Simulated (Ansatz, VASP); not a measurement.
**P: VASP beside Ansatz**

File INCAR:

```
PREC = Accurate
ENCUT = 400
EDIFF = 1E-8
ISMEAR = -1
SIGMA = 0.08
LREAL = F
LASPH = T
NELM = 120
ALGO = Normal
ISIF = 2
LWAVE = F
LCHARG = F
GGA = PS
LEFG = T
NBANDS = 8
GGA_COMPAT = F
```

KPOINTS

```
Automatic mesh
0
Gamma
  10 10 9
```

The input POSCAR:

```
P
1.0
    4.2442267795      0.0000000000      0.0000000000
    0.0000000000      4.2442267795      0.0000000000
    0.0000000000      0.0000000000      4.3486165643
P
1
Direct
    0.0000000000      0.0000000000      0.0000000000
```

Input for Ansatz:

```yaml
crystal:
  lattice:
    - [4.2442267795, 0.0, 0.0]
    - [0.0, 4.2442267795, 0.0]
    - [0.0, 0.0, 4.3486165643]
  atoms:
    - { symbol: P, position: [0.0, 0.0, 0.0] }
kpoints:
  mp_grid: { grid: [10, 10, 9] }
scf:
  occupations: { method: fermi_dirac, width: 0.08 }
hamiltonian:
  xc: pbesol
  pseudopotentials: { kind: all_electron, datasets: crystal }
output:
  forces: true
  stress: true
  eigenvalues: true
  efg: { contact_densities: true }
```

Change from the starting cell: volume scaled by 0.98, crystal datasets.

Alike in both runs: task electric field gradients; functional PBEsol; k mesh 10 × 10 × 9; occupations fermi-dirac, width 0.08 eV; no spin polarisation.

```csv
,VASP,Ansatz
version,VASP 6.6.1,Ansatz 0.2.0
potentials or method,"VASP PAW PBE potentials, release 64 (P), cutoff 400 eV","all-electron PAW with datasets made for the crystal, scalar-relativistic"
```

```tsv
	VASP	Ansatz	Ansatz less VASP
pressure (GPa)	-4.0	-4.0	0.00
traceless stress, the component that is largest in VASP (GPa)	0.32	0.32	0.000
size of Vzz on the site where it differs most (V/Å²)	0.7	0.7	-0.06
```

VASP's potentials were made for PBE, not for PBEsol. Ansatz ran all-electron here, and VASP with PAW potentials.
